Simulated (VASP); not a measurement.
# SiC (Imm2) in VASP: further runs, part 2 of 2

VASP 6.6.1.

## (5) Single point, r2SCAN (strain +0.0187 x Voigt [0, 0, 0, 1, 0, 0])

The input, POSCAR:

```
SiC
1.0
    0.0000000000      2.1985106376      2.1985106376
    2.1781449820      0.0203656556      2.1781449820
    2.1781449820      2.1781449820      0.0203656556
Si C
1 1
Direct
    0.0000000000      0.0000000000      0.0000000000
    0.7500000000      0.7500000000      0.7500000000
```

The input, INCAR.step1:

```
SYSTEM = SiC
PREC     = Accurate       ! precision mode
ENCUT    = 520            ! plane-wave cutoff, eV
ISMEAR   = 0              ! smearing method
SIGMA    = 0.05           ! smearing width, eV
LREAL    = .False.        ! projectors in reciprocal space
LASPH    = .True.         ! aspherical terms in the spheres
NELM     = 100            ! most SCF steps
NBANDS   = 11             ! bands
GGA      = PE             ! functional
ALGO     = Normal         ! electronic algorithm
EDIFF    = 1E-4           ! SCF threshold, eV
LWAVE    = .True.         ! write WAVECAR
LCHARG   = .False.        ! write CHGCAR
```

The input, INCAR.step2:

```
SYSTEM = SiC
PREC     = Accurate       ! precision mode
ENCUT    = 520            ! plane-wave cutoff, eV
EDIFF    = 1E-7           ! SCF threshold, eV
ISMEAR   = 0              ! smearing method
SIGMA    = 0.05           ! smearing width, eV
LREAL    = .False.        ! projectors in reciprocal space
LASPH    = .True.         ! aspherical terms in the spheres
NELM     = 100            ! most SCF steps
ALGO     = Normal         ! electronic algorithm
ISIF     = 2              ! what is computed and relaxed
LWAVE    = .False.        ! write WAVECAR
LCHARG   = .False.        ! write CHGCAR
METAGGA  = R2SCAN         ! meta-GGA
LMIXTAU  = .True.       
NBANDS   = 11             ! bands
ISTART   = 1
```

The input, KPOINTS:

```
Automatic mesh
0
Gamma
  10 10 10
  0 0 0
```

Potentials or basis: VASP PAW PBE potentials, release 64 (Si, C).

Launch:

```bash
$ cat potpaw_PBE.64/Si/POTCAR potpaw_PBE.64/C/POTCAR > POTCAR
$ cp INCAR.step1 INCAR
$ mpirun -np 1 vasp_std > vasp.out
$ cp INCAR.step2 INCAR
$ mpirun -np 1 vasp_std > vasp.out
```

OUTCAR:

```text
SYSTEM = SiC
   PREC = Accurate
   ENCUT = 520
   EDIFF = 1E-7
   ISMEAR = 0
   LREAL = .False.
   LASPH = .True.
   NELM = 100
   ISIF = 2
   METAGGA = R2SCAN
   ISTART = 1

 ion  position               nearest neighbor table
   1  0.000  0.000  0.000-   2 1.87   2 1.87   2 1.90   2 1.90
   2  0.750  0.750  0.750-   1 1.87   1 1.87   1 1.90   1 1.90

  LATTYP: Found a body centered orthorhombic cell.
 ALAT       =     3.0515607880
 B/A-ratio  =     1.0188764952
 C/A-ratio  =     1.4275612602

  Lattice vectors:

 A1 = (  -2.1781449820,   2.1781449820,   0.0203656556)
 A2 = (  -2.1781449820,  -2.1781449820,  -0.0203656556)
 A3 = (   2.1781449820,   0.0203656556,   2.1781449820)

Analysis of symmetry for initial positions (statically):
=====================================================================
 Subroutine PRICEL returns:
 Original cell was already a primitive cell.

 Routine SETGRP: Setting up the symmetry group for a
 body centered orthorhombic supercell.

 Subroutine GETGRP returns: Found  4 space group operations
 (whereof  4 operations were pure point group operations)
 out of a pool of  8 trial point group operations.

The static configuration has the point symmetry C_2v.

[... 172 lines left out ...]
      4       8.0523      2.00000
      5      14.7536      0.00000
      6      15.6321      0.00000
      7      15.9506      0.00000
      8      16.0818      0.00000
      9      23.2120      0.00000
     10      23.2193      0.00000
     11      25.7754      0.00000
[... 309 lines left out ...]
 k-point    24 :      -0.3000    0.2000   -0.0000
  band No.  band energies     occupation
      1      -5.0605      2.00000
      2       1.2783      2.00000
      3       4.1097      2.00000
      4       6.7842      2.00000
      5      14.1659      0.00000
      6      16.9940      0.00000
      7      17.4491      0.00000
      8      19.0683      0.00000
      9      21.4355      0.00000
     10      24.5852      0.00000
     11      28.2988      0.00000

 [... further k-points ...]

------------------------ aborting loop because EDIFF is reached ----------------------------------------

  FORCE on cell =-STRESS in cart. coord.  units (eV):
  Direction    XX          YY          ZZ          XY          YZ          ZX
  --------------------------------------------------------------------------------------
  -------------------------------------------------------------------------------------
  Total       -0.0166480     -0.0059854     -0.0059854      0.0000000     -0.6885257      0.0000000
  in kB       -1.2906822     -0.4640376     -0.4640376      0.0000000    -53.3799769      0.0000000
  external PRESSURE =      -0.7395858 kB  Pullay stress =       0.0000000 kB

 VOLUME and BASIS-vectors are now :
 -----------------------------------------------------------------------------
  energy-cutoff  :      520.00
  volume of cell :       20.67
      direct lattice vectors                 reciprocal lattice vectors
     0.000000000  2.198510638  2.198510638    -0.229553131  0.227426691  0.227426691
     2.178144982  0.020365656  2.178144982     0.229553131 -0.231719710  0.231719710
     2.178144982  2.178144982  0.020365656     0.229553131  0.231719710 -0.231719710

 POSITION                                       TOTAL-FORCE (eV/Angst)
 -----------------------------------------------------------------------------------
      0.00000      0.00000      0.00000        -0.141966      0.000000      0.000000
      3.26722      3.29777      3.29777         0.141966      0.000000     -0.000000
 -----------------------------------------------------------------------------------
    total drift:                               -0.000084      0.000001      0.000001

  FREE ENERGIE OF THE ION-ELECTRON SYSTEM (eV)
  ---------------------------------------------------
  free  energy   TOTEN  =       -19.3205262346 eV

  energy  without entropy=      -19.3205262346  energy(sigma->0) =      -19.32052623
```

OSZICAR.step1:

```text
N       E                     dE             d eps       ncg     rms          rms(c)
DAV:   1     0.363786768558E+01    0.36379E+01   -0.39322E+03  3893   0.610E+02
DAV:   2    -0.162784317381E+02   -0.19916E+02   -0.18904E+02  4655   0.112E+02
DAV:   3    -0.169092952373E+02   -0.63086E+00   -0.62950E+00  4607   0.163E+01
DAV:   4    -0.169117590567E+02   -0.24638E-02   -0.24637E-02  4350   0.128E+00
DAV:   5    -0.169117701509E+02   -0.11094E-04   -0.11094E-04  4645   0.803E-02    0.883E+00
DAV:   6    -0.151084534240E+02    0.18033E+01   -0.64991E+00  4203   0.114E+01    0.391E+00
DAV:   7    -0.150585007594E+02    0.49953E-01   -0.38926E-01  4530   0.356E+00    0.179E+00
DAV:   8    -0.150507303405E+02    0.77704E-02   -0.20581E-02  4308   0.953E-01    0.173E-01
DAV:   9    -0.150508290110E+02   -0.98670E-04   -0.16823E-03  4694   0.234E-01    0.113E-01
DAV:  10    -0.150509384801E+02   -0.10947E-03   -0.24053E-04  4170   0.945E-02    0.269E-02
DAV:  11    -0.150509411410E+02   -0.26609E-05   -0.39634E-05  2310   0.338E-02
   1 F= -.15050941E+02 E0= -.15050941E+02  d E =-.105105E-14
```

Wall time 2.6 min (1 thread of Intel Xeon 8259CL, shared host); peak memory 0.16 GiB.

Results:

```
Free energy            : -19.3205 eV
Pressure               : -0.1 GPa
Largest force          : 0.142 eV/Å
Band gap on the k mesh : 1.65 eV (least direct gap 4.89 eV)
```

Forces in eV/Å, atoms in the order of the input:
```
Si  -0.142  0.000  0.000
C    0.142  0.000  0.000
```

Stress tensor (GPa, compression positive):
```
-0.13  0.00  0.00
 0.00 -0.05 -5.34
 0.00 -5.34 -0.05
```

Caveat: the cell differs from its parent crystal (strain +0.0187 x Voigt [0, 0, 0, 1, 0, 0]); the PAW data sets were made with another functional, which shifts forces and pressure a little. A k mesh can miss the band edges.

## (6) Summary

```tsv
cell	gap on the mesh (eV)	pressure (GPa)	largest force (eV/Å)
a = 2.965, b = 3.081, c = 3.081 Å, angles 62.5, 61.2, 61.2°, 2 atoms	1.27	1.5	0.58
a = 3.167, b = 3.081, c = 3.081 Å, angles 58.1, 59.1, 59.1°, 2 atoms	1.42	0.8	0.43
a = 3.138, b = 3.081, c = 3.081 Å, angles 58.8, 59.4, 59.4°, 2 atoms	1.55	0.2	0.29
a = 3.109, b = 3.080, c = 3.080 Å, angles 59.4, 59.7, 59.7°, 2 atoms	1.65	-0.1	0.14
```

Alike in all rows: task single point; level r2SCAN; potentials or basis VASP PAW PBE potentials, release 64 (Si, C); no spin polarisation; k mesh 10 × 10 × 10; cutoff (eV) 520; smearing gaussian 0.05 eV.

Caveats: the PAW data sets were made with another functional, which shifts forces and pressure a little.

Absolute energies hang on the potentials; compare differences alone.
